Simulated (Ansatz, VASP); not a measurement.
# Au in VASP and in Ansatz

POSCAR

```
Au
1.0
   -1.6572690000      1.6572690000      1.6075509300
    1.6572690000     -1.6572690000      1.6075509300
    1.6572690000      1.6572690000     -1.6075509300
Au
1
Direct
    0.0000000000      0.0000000000      0.0000000000
```

INCAR.step1

```
SYSTEM = Au
ALGO = Normal
EDIFF = 1E-4
ENCUT = 520
GGA = PE
ISMEAR = 0
LASPH = .TRUE.
LCHARG = .FALSE.
LREAL = .FALSE.
LWAVE = .TRUE.
NBANDS = 12
NELM = 60
PREC = Accurate
SIGMA = 0.15
```

INCAR.step2

```
SYSTEM = Au
ALGO = Normal
EDIFF = 1E-6
ENCUT = 520
ISIF = 2
ISMEAR = 0
ISTART = 1
LASPH = .TRUE.
LCHARG = .TRUE.
LELF = .TRUE.
LMIXTAU = .TRUE.
LREAL = .FALSE.
LVHAR = .TRUE.
LWAVE = .FALSE.
METAGGA = R2SCAN
NBANDS = 12
NELM = 60
PREC = Accurate
SIGMA = 0.15
```

Contents of KPOINTS:

```
k-points
0
G
  20 20 20
  0 0 0
```

Input for Ansatz:

```yaml
crystal:
  lattice:
    - [-1.657269, 1.657269, 1.60755093]
    - [1.657269, -1.657269, 1.60755093]
    - [1.657269, 1.657269, -1.60755093]
  atoms:
    - { symbol: Au, position: [0.0, 0.0, 0.0] }
basis:
  ecutwfc: 500
kpoints:
  mp_grid: { grid: [20, 20, 20] }
hamiltonian:
  xc: r2scan
scf:
  occupations: { method: gaussian, width: 0.15 }
output:
  forces: true
  stress: true
  eigenvalues: true
```

Change from the starting cell: strain +0.000 along x and y, -0.030 along z, atoms carried along.

Alike in both runs: task single point; functional r2SCAN; k mesh 20 × 20 × 20; occupations gaussian, width 0.15 eV; no spin polarisation.

|  | VASP | Ansatz |
| --- | --- | --- |
| version | VASP 6.6.1 | Ansatz 0.2.0 |
| potentials or method | VASP PAW PBE potentials, release 64 (Au), cutoff 520 eV | scalar-relativistic, plane waves, PAW |
| valence electrons in the cell | 11 | 19 |

```tsv
	VASP	Ansatz	Ansatz less VASP
gap on the k mesh at the Fermi level (eV)	none	none	-
pressure (GPa)	-0.4	-0.6	-0.27
traceless stress, the component that is largest in VASP (GPa)	-0.05	-0.04	+0.007
```

VASP's potentials were made for PBE, not for r2SCAN. A gap of «none» marks a metal or a gap that the smearing closes. VASP's potentials hold 11 valence electrons a cell and Ansatz's 19, so a difference there can come from the potentials and not from the codes.

Spin-orbit coupling is off throughout.
